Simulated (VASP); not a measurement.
# Te2Mo in VASP: settings compared

Aim: see how the results for Te2Mo move with the level of theory and the settings. Levels: PBEsol+D3(BJ), PBEsol. Tasks: single point.

Everything below comes from runs of VASP 6.6.1. Logs are shortened: lines on timing, memory, paths and dates and some standing lists are left out, and cuts for length are marked.

## Step 1: The cell of the first run

The cell holds a slab with vacuum, 6 atoms: a = 6.278 Å, b = 3.311 Å, c = 36.159 Å, α = 90.00°, β = 89.91°, γ = 90.00°.

## Step 2: Single point, PBEsol+D3(BJ)

Contents of INCAR:

```
PREC = Accurate
ENCUT = 500
EDIFF = 1E-6
ISMEAR = -1
SIGMA = 0.05
LREAL = False
LASPH = True
NELM = 120
ALGO = Normal
ISIF = 2
LWAVE = False
LCHARG = True
GGA = PS
IVDW = 12
LELF = True
LVHAR = True
NBANDS = 35
GGA_COMPAT = False
```

Contents of KPOINTS:

```
Automatic mesh
0
Gamma
  4 8 1
```

Contents of POSCAR:

```
Te2Mo
1.0
    6.2784272642      0.0000000000      0.0121747110
    0.0000000000      3.3107927161      0.0000000000
   -0.0153874625      0.0000000000     36.1593878858
Te Mo
4 2
Direct
    0.4333925410      0.7500000000      0.5415221745
    0.5666074590      0.2500000000      0.4584778255
    0.9232233715      0.2500000000      0.5569682983
    0.0767766285      0.7500000000      0.4430317017
    0.1835908753      0.2500000000      0.4978705477
    0.8164091247      0.7500000000      0.5021294523
```

Potentials or basis: VASP PAW PBE potentials, release 64 (Te, Mo_sv).

On the command line:

```console
> cat potpaw_PBE.64/Te/POTCAR potpaw_PBE.64/Mo_sv/POTCAR > POTCAR
> mpirun -np 1 vasp_std > vasp.out
```

OUTCAR:

```text
PREC = Accurate
   ENCUT = 500
   EDIFF = 1E-6
   ISMEAR = -1
   LREAL = False
   LASPH = True
   NELM = 120
   ISIF = 2
   GGA = PS
   IVDW = 12
 IVDW          = 12

 ion  position               nearest neighbor table
   1  0.433  0.750  0.542-   5 2.77   5 2.77   6 2.79   2 3.53   2 3.53   3 3.54   3 3.54   3 3.65
                             3 3.65
   2  0.567  0.250  0.458-   6 2.77   6 2.77   5 2.79   1 3.53   1 3.53   4 3.54   4 3.54   4 3.65
                             4 3.65
   3  0.923  0.250  0.557-   6 2.67   6 2.67   5 2.69   1 3.54   1 3.54   1 3.65   1 3.65
   4  0.077  0.750  0.443-   5 2.67   5 2.67   6 2.69   2 3.54   2 3.54   2 3.65   2 3.65
   5  0.184  0.250  0.498-   4 2.67   4 2.67   3 2.69   1 2.77   1 2.77   2 2.79   6 2.84   6 2.84

   6  0.816  0.750  0.502-   3 2.67   3 2.67   4 2.69   2 2.77   2 2.77   1 2.79   5 2.84   5 2.84

  LATTYP: Found a simple monoclinic cell.
 ALAT       =     6.2784390684
 B/A-ratio  =     0.5273273627
 C/A-ratio  =     5.7592963420
 COS(beta)  =    -0.0015135855

  Lattice vectors:

 A1 = (   6.2784272642,   0.0000000000,   0.0121747110)
 A2 = (   0.0000000000,  -3.3107927161,   0.0000000000)
 A3 = (   0.0153874625,   0.0000000000, -36.1593878858)

Analysis of symmetry for initial positions (statically):
=====================================================================
 Subroutine PRICEL returns:
 Original cell was already a primitive cell.

 Routine SETGRP: Setting up the symmetry group for a
 simple monoclinic supercell.

 Subroutine GETGRP returns: Found  4 space group operations
 (whereof  2 operations were pure point group operations)
 out of a pool of  4 trial point group operations.

The static configuration has the point symmetry S_2 .
 The point group associated with its full space group is C_2h.

Analysis of symmetry for dynamics (positions and initial velocities):
=====================================================================
 Subroutine PRICEL returns:
 Original cell was already a primitive cell.

 Routine SETGRP: Setting up the symmetry group for a
 simple monoclinic supercell.

 Subroutine GETGRP returns: Found  4 space group operations
 (whereof  2 operations were pure point group operations)
 out of a pool of  4 trial point group operations.

The dynamic configuration has the point symmetry S_2 .
 The point group associated with its full space group is C_2h.

[... 96 lines left out ...]
   EDIFF  = 0.1E-05   stopping-criterion for ELM
   LREAL  =      F    real-space projection
   EDIFFG = 0.1E-04   stopping-criterion for IOM
   NSW    =      0    number of steps for IOM
   IBRION =     -1    ionic relax: 0-MD 1-quasi-New 2-CG
   NFREE  =      0    steps in history (QN), initial steepest desc. (CG)
   ISIF   =      2    stress and relaxation
   ISYM   =      2    0-nonsym 1-usesym 2-fastsym
   POTIM  = 0.5000    time-step for ionic-motion
   TEBEG  =    0.0;   TEEND  =   0.0 temperature during run
   PSTRESS=    0.0 pullay stress
   NELECT =      52.0000    total number of electrons
   NUPDOWN=      -1.0000    fix difference up-down
   EMIN   =  10.00;   EMAX   =-10.00  energy-range for DOS
   EFERMI =   0.00;   METHOD = LEGACY
   ISMEAR =    -1;   SIGMA  =   0.05  broadening in eV -4-tet -1-fermi 0-gaus
   EFERMI_NEDOS =   21; number of points for ismear=-14 and -15
   IALGO  =     38    algorithm
   IMIX   =      4    mixing-type and parameters
     AMIX     =   0.40;   BMIX     =  1.00
     AMIX_MAG =   1.60;   BMIX_MAG =  1.00
  volume/ion in A,a.u.               =     125.27       845.38
  Fermi-wavevector in a.u.,A,eV,Ry     =   0.672060  1.270009  6.145265  0.451664
  Thomas-Fermi vector in A             =   1.748066
   LORBIT       =      0    0 simple, 1 ext, 2 COOP (PROOUT), +10 PAW based schemes
   GGA     = PS    functional components
   LHFCALC =     F    Hartree Fock is set to
   AEXX    =    0.0000 exact exchange contribution
   IVDW    =    12    specifies the selected vdW correction
   LEPSILON=     F    determine dielectric tensor
   LRPA    =     F    only Hartree local field effects (RPA)
 non-spin polarized calculation
  energy-cutoff  :      500.00
  volume of cell :      751.63
 maximum number of plane-waves:     19200
 NGX is ok and might be reduce to    48
   NGX = 23   NGY = 13   NGZ =131

 number of electron      51.9999999 magnetization

 Free energy of the ion-electron system (eV)
  ---------------------------------------------------
  ext. energy  EPLUGINS =         0.00000000
  ---------------------------------------------------
  free energy    TOTEN  =       -39.11316046 eV

  energy without entropy =      -39.09811134  energy(sigma->0) =      -39.10563590

 E-fermi :  -1.8951     XC(G=0):  -2.3907

 val. band max:       -2.1076627943   @ k =   0.5000   0.0000   0.0000
 cond. band min:      -1.8699067817   @ k =   0.0000   0.2500   0.0000
 fundamental gap:      0.2377560126
 Fermi energy:        -1.8951459815

 k-point     1 :       0.0000    0.0000    0.0000
  band No.  band energies     occupation
      1     -62.8449      2.00000
      2     -62.7718      2.00000
      3     -37.1665      2.00000
      4     -37.0575      2.00000
      5     -37.0252      2.00000
      6     -36.9248      2.00000
[... 559 lines left out ...]
     34       1.6145      0.00000
     35       2.7496      0.00000

------------------------ aborting loop because EDIFF is reached ----------------------------------------

 Edisp (eV)   -2.13259

 E8    (eV) :    -1.5091

  FORCE on cell =-STRESS in cart. coord.  units (eV):
  Direction    XX          YY          ZZ          XY          YZ          ZX
  --------------------------------------------------------------------------------------
  -------------------------------------------------------------------------------------
  Total       0.12886     0.09606     0.18423     0.00000     0.00000     0.00575
  in kB       0.27468     0.20477     0.39270     0.00000     0.00000     0.01225
  external pressure =        0.29 kB  Pullay stress =        0.00 kB

 VOLUME and BASIS-vectors are now :
 -----------------------------------------------------------------------------
  energy-cutoff  :      500.00
  volume of cell :      751.63
      direct lattice vectors                 reciprocal lattice vectors
     6.278427264  0.000000000  0.012174711     0.159275426  0.000000000  0.000067779
     0.000000000  3.310792716  0.000000000     0.000000000  0.302042467  0.000000000
    -0.015387463  0.000000000 36.159387886    -0.000053627  0.000000000  0.027655313

 POSITION                                       TOTAL-FORCE (eV/Angst)
 -----------------------------------------------------------------------------------
      2.71269      2.48309     19.58639         0.002281     -0.000000      0.022539
      3.55035      0.82770     16.58518        -0.002281     -0.000000     -0.022539
      5.78782      0.82770     20.15087        -0.000124     -0.000000      0.033339
      0.47522      2.48309     16.02069         0.000124      0.000000     -0.033339
      1.14500      0.82770     18.00493         0.009900     -0.000000      0.006117
      5.11804      2.48309     18.16663        -0.009900     -0.000000     -0.006117
 -----------------------------------------------------------------------------------
    total drift:                                0.000000      0.000000     -0.000000

  FREE ENERGIE OF THE ION-ELECTRON SYSTEM (eV)
  ---------------------------------------------------
  free  energy   TOTEN  =       -41.2457457970 eV

  energy  without entropy=      -41.2306966730  energy(sigma->0) =      -41.23822123
```

OSZICAR:

```text
N       E                     dE             d eps       ncg     rms          rms(c)
DAV:   1     0.419511823798E+03    0.41951E+03   -0.21638E+04  1322   0.103E+03
DAV:   2     0.201065170980E+01   -0.41750E+03   -0.40468E+03  1536   0.233E+02
DAV:   3    -0.390059442795E+02   -0.41017E+02   -0.40370E+02  1348   0.697E+01
DAV:   4    -0.405940037454E+02   -0.15881E+01   -0.15680E+01  1540   0.135E+01
[... 17 lines left out ...]
DAV:  22    -0.391131445009E+02   -0.21585E-04   -0.51951E-07   894   0.246E-03    0.484E-03
DAV:  23    -0.391131541594E+02   -0.96585E-05   -0.37931E-07   838   0.276E-03    0.302E-03
DAV:  24    -0.391131578531E+02   -0.36938E-05   -0.73607E-08   749   0.883E-04    0.265E-03
DAV:  25    -0.391131597239E+02   -0.18707E-05   -0.21728E-08   721   0.546E-04    0.117E-03
DAV:  26    -0.391131604604E+02   -0.73648E-06   -0.75028E-09   697   0.441E-04
   1 F= -.41245746E+02 E0= -.41238221E+02  d E =-.150491E-01
```

Run time: 23 min. Hardware: 1 thread of Oxide Virtual Turin-like, shared host; peak memory 0.8 GiB.

Results:

* Free energy: -41.2457 eV
* Largest force: 0.033 eV/Å
* Band gap on the k mesh: zero (bands 26 and 27 overlap by 0.62 eV)
* Dispersion energy per atom: -0.355 eV

Forces in eV/Å, atoms in the order of the input:
```
Te   0.002  0.000  0.023
Te  -0.002  0.000 -0.023
Te   0.000  0.000  0.033
Te   0.000  0.000 -0.033
Mo   0.010  0.000  0.006
Mo  -0.010  0.000 -0.006
```

Levels at points of the mesh, in eV from the Fermi level:
```
           k point  band 22  band 23  band 24  band 25  band 26  band 27  band 28  band 29  band 30  band 31
(0.00, 0.00, 0.00)    -1.66    -1.30    -0.49    -0.40     0.40     0.58     1.34     1.60     2.00     2.65
(0.50, 0.00, 0.00)    -1.71    -1.68    -1.18    -0.66    -0.35    -0.21     1.30     1.57     1.85     2.77
(0.00, 0.50, 0.00)    -2.79    -1.88    -1.88    -1.58    -1.58     1.09     1.09     1.57     1.57     2.01
(0.50, 0.50, 0.00)    -2.56    -1.83    -1.83    -1.02    -1.02     1.16     1.16     1.76     1.76     2.34
```

Caveat: there is no dipole correction, which matters where the two faces differ; the PAW data sets were made with another functional, which shifts forces and pressure a little; spin-orbit coupling is left out, which moves the levels of the heavy elements.

## Step 3: Single point, PBEsol

This run uses another cell than the first one.

Contents of INCAR:

```
  PREC = Accurate
  ENCUT = 500
  EDIFF = 1E-6
  ISMEAR = -1
  SIGMA = 0.05
  LREAL = False
  LASPH = True
  NELM = 120
  ALGO = Normal
  ISIF = 2
  LWAVE = False
  LCHARG = True
  GGA = PS
  LELF = True
  LVHAR = True
  NBANDS = 35
  GGA_COMPAT = False
```

KPOINTS is that of step 2.

Contents of POSCAR:

```
Te2Mo
1.0
    6.3125495274      0.0000000000      0.0042880626
    0.0000000000      3.3862551897      0.0000000000
   -0.0606955304      0.0000000000     36.1676061695
Te Mo
4 2
Direct
    0.4320847291      0.7500000000      0.5407890500
    0.5679152709      0.2500000000      0.4592109500
    0.9220147387      0.2500000000      0.5567240192
    0.0779852613      0.7500000000      0.4432759808
    0.1825095676      0.2500000000      0.4976913674
    0.8174904324      0.7500000000      0.5023086326
```

Potentials or basis: VASP PAW PBE potentials, release 64 (Te, Mo_sv).

On the command line:

```console
> cat potpaw_PBE.64/Te/POTCAR potpaw_PBE.64/Mo_sv/POTCAR > POTCAR
> mpirun -np 1 vasp_std > vasp.out
```

OUTCAR:

```text
PREC = Accurate
   ENCUT = 500
   EDIFF = 1E-6
   ISMEAR = -1
   LREAL = False
   LASPH = True
   NELM = 120
   ISIF = 2
   GGA = PS

 ion  position               nearest neighbor table
   1  0.432  0.750  0.541-   5 2.79   5 2.79   6 2.80   2 3.51   2 3.51   3 3.57   3 3.57   3 3.68
                             3 3.68
   2  0.568  0.250  0.459-   6 2.79   6 2.79   5 2.80   1 3.51   1 3.51   4 3.57   4 3.57   4 3.68
                             4 3.68
   3  0.922  0.250  0.557-   6 2.68   6 2.68   5 2.70   1 3.57   1 3.57   1 3.68   1 3.68
   4  0.078  0.750  0.443-   5 2.68   5 2.68   6 2.70   2 3.57   2 3.57   2 3.68   2 3.68
   5  0.183  0.250  0.498-   4 2.68   4 2.68   3 2.70   1 2.79   1 2.79   2 2.80   6 2.86   6 2.86
[... 772 lines left out ...]
  Total        0.1373492      0.0735016      0.1713984      0.0000000      0.0000000      0.0035674
  in kB        0.2846375      0.1523219      0.3551998      0.0000000      0.0000000      0.0073929
  external PRESSURE =       0.2640531 kB  Pullay stress =       0.0000000 kB

 VOLUME and BASIS-vectors are now :
 -----------------------------------------------------------------------------
  energy-cutoff  :      500.00
  volume of cell :      773.12
      direct lattice vectors                 reciprocal lattice vectors
     6.312549527  0.000000000  0.004288063     0.158414418  0.000000000  0.000265847
     0.000000000  3.386255190  0.000000000     0.000000000  0.295311471  0.000000000
    -0.060695530  0.000000000 36.167606169    -0.000018782  0.000000000  0.027649020

 POSITION                                       TOTAL-FORCE (eV/Angst)
 -----------------------------------------------------------------------------------
      2.69473      2.53969     19.56090         0.003141      0.000000      0.023115
      3.55712      0.84656     16.61100        -0.003141     -0.000000     -0.023115
      5.78647      0.84656     20.13933        -0.001457      0.000000      0.029212
      0.46538      2.53969     16.03257         0.001457      0.000000     -0.029212
      1.12189      0.84656     18.00109         0.007569      0.000000     -0.006229
      5.12996      2.53969     18.17081        -0.007569      0.000000      0.006229
 -----------------------------------------------------------------------------------
    total drift:                                0.000000      0.000000      0.000000

  FREE ENERGIE OF THE ION-ELECTRON SYSTEM (eV)
  ---------------------------------------------------
  free  energy   TOTEN  =       -39.1431314546 eV

  energy  without entropy=      -39.1310087647  energy(sigma->0) =      -39.13707011
```

stdout:

```text
POSCAR found type information on POSCAR TeMo
 POSCAR found :  2 types and       6 ions
 scaLAPACK will be used
 -----------------------------------------------------------------------------
|                                                                             |
|                                                                             |
|     You enforced a specific xc type in the INCAR file but a different       |
|     I HOPE YOU KNOW WHAT YOU ARE DOING!                                     |
|                                                                             |
 -----------------------------------------------------------------------------

 LDA part: xc-table for (Slater+PW92), standard interpolation
 POSCAR, INCAR and KPOINTS ok, starting setup
 FFT: planning ... GRIDC
 FFT: planning ... GRID_SOFT
 FFT: planning ... GRID
 WAVECAR not read
 entering main loop
```

It took 27 min on 1 thread of Oxide Virtual Turin-like, shared host; peak memory 0.86 GiB.

What came out:

```yaml
Free_energy: -39.1431 eV
Largest_force: 0.029 eV/Å
Band_gap_on_the_k_mesh: zero (bands 26 and 27 overlap by 0.45 eV)
```

Forces in eV/Å, atoms in the order of the input:
```
Te   0.003  0.000  0.023
Te  -0.003  0.000 -0.023
Te  -0.001  0.000  0.029
Te   0.001  0.000 -0.029
Mo   0.008  0.000 -0.006
Mo  -0.008  0.000  0.006
```

Caveat: there is no dipole correction, which matters where the two faces differ; the PAW data sets were made with another functional, which shifts forces and pressure a little; spin-orbit coupling is left out, which moves the levels of the heavy elements.

[end of part 1 of 2]

The gap in the log of VASP goes by the Fermi energy; the results here count the filled bands.